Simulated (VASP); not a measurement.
Runs of VASP 6.6.1 on Ag. The structure is that of space group Fm-3m (No. 225), or close to it. The cells are those of the table. 

```csv
task,cell,k mesh,cutoff (eV),gap on the mesh (eV),pressure (GPa),relaxed volume (Å³/atom)
single point,"a = 2.933 Å, angles 60.0°, 1 atom",24 × 24 × 24,520,none,-0.1,-
single point,"a = 2.932 Å, angles 120.0, 120.0, 90.0°, 1 atom",26 × 26 × 26,520,none,-0.1,-
relaxation of cell and atoms,"relaxed from a = 2.912 Å, angles 61.3°, 1 atom",24 × 24 × 24,600,none,0.0,(a)
relaxation of cell and atoms,"relaxed from a = 2.932 Å, angles 119.5, 119.5, 90.8°, 1 atom",26 × 26 × 26,600,none,0.0,17.81
single point,"a = 2.933 Å, angles 120.0, 120.0, 90.0°, 1 atom",26 × 26 × 26,520,none,-0.1,-
```

Alike in all rows: level PBE; potentials or basis VASP PAW PBE potentials, release 64 (Ag); no spin polarisation; smearing gaussian 0.1 eV.

Q: Fill in the values left out.

A: (a) 17.80.

A k mesh can miss the band edges, and the runs leave out spin-orbit coupling on Ag.

A gap of «none» marks levels without a gap at the run's occupations.
